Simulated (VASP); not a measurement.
# WC (Qusongite) (P-6m2) in VASP: further runs

Aim: see how the results for WC (Qusongite) move with the level of theory and the settings. Levels: PBE, HSE06. Tasks: single point.

Program: VASP 6.6.1. These are calculated values, not measurements. Logs are shortened: lines on timing, memory, paths and dates and some standing lists are left out, and cuts for length are marked.

## (1) The cell of the first run

It takes space group P-6m2 (No. 187, hexagonal). Conventional cell: a = 2.907 Å, b = 2.907 Å, c = 2.837 Å, α = 90.00°, β = 90.00°, γ = 120.00°. W (site symmetry -6m2) has 6 C at 2.20 Å and 2 W at 2.84 Å within 2.9 Å. C (site symmetry -6m2) has 6 W at 2.20 Å and 2 C at 2.84 Å within 2.9 Å.

## (2) Single point, PBE

File INCAR:

```
ALGO     = Normal         # electronic algorithm
EDIFF    = 1E-6           # SCF threshold, eV
ENCUT    = 910            # plane-wave cutoff, eV
GGA      = PE             # functional
GGA_COMPAT= F            
ISIF     = 2              # what is computed and relaxed
ISMEAR   = -1             # smearing method
LASPH    = T              # aspherical terms in the spheres
LCHARG   = T              # write CHGCAR
LELF     = T              # ELF
LREAL    = F              # projectors in reciprocal space
LVHAR    = T            
LWAVE    = F              # write WAVECAR
NBANDS   = 16             # bands
NELM     = 120            # most SCF steps
PREC     = Accurate       # precision mode
SIGMA    = 0.05           # smearing width, eV
```

File KPOINTS:

```
k-points
0
Gamma
  10 10 9
```

File POSCAR:

```
WC
1.0
    2.9065000000      0.0000000000      0.0000000000
   -1.4532500000      2.5171028361      0.0000000000
    0.0000000000      0.0000000000      2.8366000000
W C
1 1
Direct
    0.0000000000      0.0000000000      0.0000000000
    0.6666666667      0.3333333333      0.5000000000
```

Potentials or basis: VASP PAW PBE potentials, release 64 (W_sv, C_h).

Run with:

```
cat potpaw_PBE.64/W_sv/POTCAR potpaw_PBE.64/C_h/POTCAR > POTCAR
mpirun -np 1 vasp_std > vasp.out
```

OUTCAR:

```text
EDIFF = 1E-6
   ENCUT = 910
   GGA = PE
   ISIF = 2
   ISMEAR = -1
   LASPH = T
   LREAL = F
   NELM = 120
   PREC = Accurate

 ion  position               nearest neighbor table
   1  0.000  0.000  0.000-   2 2.20   2 2.20   2 2.20   2 2.20   2 2.20   2 2.20
   2  0.667  0.333  0.500-   1 2.20   1 2.20   1 2.20   1 2.20   1 2.20   1 2.20

  LATTYP: Found a hexagonal cell.
 ALAT       =     2.9065000000
 C/A-ratio  =     0.9759504559

  Lattice vectors:

 A1 = (   2.9065000000,   0.0000000000,   0.0000000000)
 A2 = (  -1.4532500000,   2.5171028361,   0.0000000000)
 A3 = (   0.0000000000,   0.0000000000,   2.8366000000)

Analysis of symmetry for initial positions (statically):
=====================================================================
 Subroutine PRICEL returns:
 Original cell was already a primitive cell.

 Routine SETGRP: Setting up the symmetry group for a
 hexagonal supercell.

 Subroutine GETGRP returns: Found 12 space group operations
 (whereof 12 operations were pure point group operations)
 out of a pool of 24 trial point group operations.

The static configuration has the point symmetry D_3h.

Analysis of symmetry for dynamics (positions and initial velocities):
=====================================================================
 Subroutine PRICEL returns:
 Original cell was already a primitive cell.

 Routine SETGRP: Setting up the symmetry group for a
 hexagonal supercell.

 Subroutine GETGRP returns: Found 12 space group operations
 (whereof 12 operations were pure point group operations)
 out of a pool of 24 trial point group operations.

The dynamic configuration has the point symmetry D_3h.

 Subroutine INISYM returns: Found 12 space group operations
 (whereof 12 operations are pure point group operations),
 and found     1 'primitive' translations

----------------------------------------------------------------------------------------

                                     Primitive cell

  volume of cell :      20.7525

  direct lattice vectors                    reciprocal lattice vectors
     2.906500000  0.000000000  0.000000000     0.344056425  0.198641070  0.000000000
    -1.453250000  2.517102836  0.000000000     0.000000000  0.397282139  0.000000000
[... 71 lines left out ...]
   dimension x,y,z NGXF=    60 NGYF=   60 NGZF=   56
   ions per type =               1   1
   NGX,Y,Z   is equivalent  to a cutoff of  17.16, 17.16, 16.41 a.u.
   NGXF,Y,Z  is equivalent  to a cutoff of  34.32, 34.32, 32.82 a.u.
 SYSTEM =  unknown system
   PREC   = accura    normal or accurate (medium, high low for compatibility)
   ISTART =      0    job   : 0-new  1-cont  2-samecut
   ICHARG =      2    charge: 1-file 2-atom 10-const
   ISPIN  =      1    spin polarized calculation?
   LNONCOLLINEAR =      F non collinear calculations
   LSORBIT =      F    spin-orbit coupling
   LASPH  =      T    aspherical Exc in radial PAW
   ENCUT  =  910.0 eV  66.88 Ry    8.18 a.u.   7.15  7.15  6.98*2*pi/ulx,y,z
   NELM   =    120;   NELMIN=  2; NELMDL= -5     # of ELM steps
   EDIFF  = 0.1E-05   stopping-criterion for ELM
   LREAL  =      F    real-space projection
   EDIFFG = 0.1E-04   stopping-criterion for IOM
   NSW    =      0    number of steps for IOM
   IBRION =     -1    ionic relax: 0-MD 1-quasi-New 2-CG
   NFREE  =      0    steps in history (QN), initial steepest desc. (CG)
   ISIF   =      2    stress and relaxation
   ISYM   =      2    0-nonsym 1-usesym 2-fastsym
   POTIM  = 0.5000    time-step for ionic-motion
   TEBEG  =    0.0;   TEEND  =   0.0 temperature during run
   PSTRESS=    0.0 pullay stress
   NELECT =      18.0000    total number of electrons
   NUPDOWN=      -1.0000    fix difference up-down
   EMIN   =  10.00;   EMAX   =-10.00  energy-range for DOS
[... 5 lines left out ...]
     AMIX     =   0.40;   BMIX     =  1.00
     AMIX_MAG =   1.60;   BMIX_MAG =  1.00
  volume/ion in A,a.u.               =      10.38        70.02
  Fermi-wavevector in a.u.,A,eV,Ry     =   1.561262  2.950358 33.164744  2.437540
  Thomas-Fermi vector in A             =   2.664353
   LORBIT       =      0    0 simple, 1 ext, 2 COOP (PROOUT), +10 PAW based schemes
   GGA     = PE    functional components
   LHFCALC =     F    Hartree Fock is set to
   AEXX    =    0.0000 exact exchange contribution
   IVDW    =     0    specifies the selected vdW correction
   LEPSILON=     F    determine dielectric tensor
   LRPA    =     F    only Hartree local field effects (RPA)
 non-spin polarized calculation
  energy-cutoff  :      910.00
  volume of cell :       20.75
 maximum number of plane-waves:      1312
 NGX is ok and might be reduce to    30
   NGX = 15   NGY = 15   NGZ = 13

 number of electron      18.0000001 magnetization

 Free energy of the ion-electron system (eV)
  ---------------------------------------------------
  ext. energy  EPLUGINS =         0.00000000
  ---------------------------------------------------
  free energy    TOTEN  =       -22.45332191 eV

  energy without entropy =      -22.45144015  energy(sigma->0) =      -22.45238103

 E-fermi :  11.4080     XC(G=0): -13.8348

 val. band max:       11.3213794764   @ k =   0.0000   0.0000   0.3333
 cond. band min:      11.4242528879   @ k =   0.1000   0.0000   0.3333
 fundamental gap:      0.1028734115
 Fermi energy:        11.4080368902

 k-point     1 :       0.0000    0.0000    0.0000
  band No.  band energies     occupation
      1     -62.5906      2.00000
      2     -26.5742      2.00000
      3     -26.4681      2.00000
      4     -26.4681      2.00000
      5      -3.0427      2.00000
      6       7.0985      2.00000
[... 433 lines left out ...]
      3     -26.6944      2.00000
      4     -26.5460      2.00000
      5       0.3923      2.00000
      6       4.5132      2.00000
[... 8 lines left out ...]
     15      24.8090      0.00000
     16      28.8555      0.00000

 [... further k-points ...]
[... 5 lines left out ...]
  --------------------------------------------------------------------------------------
  -------------------------------------------------------------------------------------
  Total        0.8873087      0.8873087      0.8187098      0.0000000      0.0000000      0.0000000
  in kB       68.5040021     68.5040021     63.2078775      0.0000000      0.0000000      0.0000000
  external PRESSURE =      66.7386272 kB  Pullay stress =       0.0000000 kB

 VOLUME and BASIS-vectors are now :
 -----------------------------------------------------------------------------
  energy-cutoff  :      910.00
  volume of cell :       20.75
      direct lattice vectors                 reciprocal lattice vectors
     2.906500000  0.000000000  0.000000000     0.344056425  0.198641070  0.000000000
    -1.453250000  2.517102836  0.000000000     0.000000000  0.397282139  0.000000000
     0.000000000  0.000000000  2.836600000     0.000000000  0.000000000  0.352534725

 POSITION                                       TOTAL-FORCE (eV/Angst)
 -----------------------------------------------------------------------------------
      0.00000      0.00000      0.00000        -0.000000      0.000000      0.000000
      1.45325      0.83903      1.41830         0.000000     -0.000000      0.000000
 -----------------------------------------------------------------------------------
    total drift:                               -0.000000      0.000000      0.000000

  FREE ENERGIE OF THE ION-ELECTRON SYSTEM (eV)
  ---------------------------------------------------
  free  energy   TOTEN  =       -22.4533219088 eV

  energy  without entropy=      -22.4514401546  energy(sigma->0) =      -22.45238103
```

OSZICAR:

```text
N       E                     dE             d eps       ncg     rms          rms(c)
DAV:   1     0.149252081126E+03    0.14925E+03   -0.13084E+04  2240   0.187E+03
DAV:   2    -0.198849002225E+02   -0.16914E+03   -0.16232E+03  2672   0.434E+02
DAV:   3    -0.254686367346E+02   -0.55837E+01   -0.55229E+01  2472   0.687E+01
DAV:   4    -0.255108459831E+02   -0.42209E-01   -0.42198E-01  2904   0.655E+00
DAV:   5    -0.255111083068E+02   -0.26232E-03   -0.26232E-03  2544   0.526E-01    0.324E+01
DAV:   6    -0.225338181387E+02    0.29773E+01   -0.56655E+00  3168   0.258E+01    0.853E+00
DAV:   7    -0.224801448857E+02    0.53673E-01   -0.44308E-01  2320   0.533E+00    0.617E+00
DAV:   8    -0.224547101648E+02    0.25435E-01   -0.70853E-02  2528   0.245E+00    0.109E+00
DAV:   9    -0.224533532306E+02    0.13569E-02   -0.33178E-03  2456   0.489E-01    0.112E-01
DAV:  10    -0.224533241203E+02    0.29110E-04   -0.37746E-04  2624   0.224E-01    0.463E-02
DAV:  11    -0.224533236322E+02    0.48814E-06   -0.19339E-05  2680   0.420E-02    0.115E-02
DAV:  12    -0.224533219797E+02    0.16525E-05   -0.43864E-06  2584   0.193E-02    0.109E-03
DAV:  13    -0.224533219088E+02    0.70907E-07   -0.22982E-07  1232   0.450E-03
   1 F= -.22453322E+02 E0= -.22452381E+02  d E =-.188175E-02
```

It used 34 s of CPU time on 1 thread of AMD EPYC 7R13 Processor (Zen 3), with other jobs on the host.

What came out:

- Free energy: -22.4533 eV
- Pressure: 6.7 GPa
- Band gap on the k mesh: zero (band 9 reaches 12.06 eV, above the bottom of band 10 at 10.87 eV)

Stress tensor (GPa, compression positive):
```
6.85 0.00 0.00
0.00 6.85 0.00
0.00 0.00 6.32
```

Caveat: the cutoff is under 1.25 times the usual one of these potentials, so pressure, stress and relaxed cells hold a basis-set (Pulay) error; spin-orbit coupling is left out, which moves the levels of the heavy elements.

## (3) Single point, HSE06

This run uses another cell than the first one, of 10.17 Å³/atom, 0.980 times its volume.

File POSCAR:

```
WC
1.0
    2.8869927008      0.0000000000      0.0000000000
   -1.4434963504      2.5002090195      0.0000000000
    0.0000000000      0.0000000000      2.8175618425
W C
1 1
Direct
    0.0000000000      0.0000000000      0.0000000000
    0.6666666667      0.3333333333      0.5000000000
```

File INCAR.step1:

```
SYSTEM = WC
  ALGO = Normal
  EDIFF = 1E-5
  ENCUT = 520
  GGA = PE
  ISIF = 2
  ISMEAR = -1
  LASPH = .TRUE.
  LCHARG = .FALSE.
  LREAL = .FALSE.
  LWAVE = .TRUE.
  NBANDS = 16
  NELM = 80
  PREC = Accurate
  SIGMA = 0.05
```

File INCAR.step2:

```
SYSTEM = WC
  ALGO = Normal
  EDIFF = 1E-6
  ENCUT = 520
  GGA = PE
  HFSCREEN = 0.2079
  ISIF = 2
  ISMEAR = -1
  ISTART = 1
  LASPH = .TRUE.
  LCHARG = .FALSE.
  LHFCALC = .TRUE.
  LREAL = .FALSE.
  LWAVE = .FALSE.
  NBANDS = 16
  NELM = 80
  PREC = Accurate
  PRECFOCK = Normal
  SIGMA = 0.05
```

File KPOINTS:

```
k-points
0
G
  6 6 6
  0 0 0
```

Potentials or basis: VASP PAW PBE potentials, release 64 (W_sv, C).

Run with:

```
cat potpaw_PBE.64/W_sv/POTCAR potpaw_PBE.64/C/POTCAR > POTCAR
cp INCAR.step1 INCAR
mpirun -np 1 vasp_std > vasp.out
cp INCAR.step2 INCAR
mpirun -np 1 vasp_std > vasp.out
```

Run time: 29 min. Hardware: 1 thread of Intel Xeon Platinum 8488C (Sapphire Rapids), shared host; peak memory 0.26 GiB.

The run converged. Its results:

```
Free energy            : -25.9523 eV
Pressure               : 5.5 GPa
Band gap on the k mesh : zero (band 9 reaches 12.13 eV, above the bottom of band 10 at 10.58 eV)
```

Stress tensor (GPa, compression positive):
```
6.11 0.00 0.00
0.00 6.11 0.00
0.00 0.00 4.13
```

Levels at points of the mesh, in eV from the Fermi level:
```
           k point  band 5  band 6  band 7  band 8  band 9  band 10  band 11  band 12  band 13  band 14
(0.00, 0.00, 0.00)  -16.73   -5.35   -4.26   -4.26   -0.31     3.69     3.69     6.37     6.37     7.03
(0.50, 0.00, 0.00)  -13.00   -8.43   -4.54   -4.51   -0.98     2.67     5.10     5.55     7.69    10.42
(0.00, 0.00, 0.50)  -12.21  -10.25   -2.71   -2.71   -0.85    -0.85     4.07     5.06     5.06    10.81
(0.50, 0.00, 0.50)  -13.27   -7.79   -5.38   -5.22   -0.26     5.00     5.93     7.44    10.41    11.26
```

Caveat: the k points lie up to 0.42 Å⁻¹ apart; the PAW data sets were made with another functional, which shifts forces and pressure a little; spin-orbit coupling is left out, which moves the levels of the heavy elements.
